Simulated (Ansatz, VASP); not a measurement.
**One calculation of Ag, two programs**

```xyz
2
Lattice="2.9300 0.0000 0.0000 -1.4650 2.5375 0.0000 0.0000 0.0000 4.0715" Properties=species:S:1:pos:R:3 pbc="T T T"
Ag    0.0000    1.6916    1.0179
Ag    1.4650    0.8458    3.0536
```

Change from the starting cell: strain -0.1500 x Voigt [0, 0, 1, 0, 0, 0], atoms carried along.

Alike in both runs: task single point; functional PBEsol; k mesh 18 × 18 × 10; occupations gaussian, width 0.15 eV; no spin polarisation.

```csv
,VASP,Ansatz
version,VASP 6.6.1,Ansatz 0.2.0
potentials or method,"VASP PAW PBE potentials, release 64 (Ag), cutoff 520 eV","scalar-relativistic, plane waves, PAW"
valence electrons in the cell,22,38
```

Ansatz gave:

```
gap on the k mesh at the Fermi level (eV)                     : none
pressure (GPa)                                                : 20.0
traceless stress, the component that is largest in VASP (GPa) : 15.34
```

Q: Estimate VASP's values.

A: gap on the k mesh at the Fermi level (eV): none; pressure (GPa): 19.6; traceless stress, the component that is largest in VASP (GPa): 15.19.

VASP's potentials were made for PBE, not for PBEsol. A gap of «none» marks a metal or a gap that the smearing closes. VASP's potentials hold 22 valence electrons a cell and Ansatz's 38, so a difference there can come from the potentials and not from the codes.
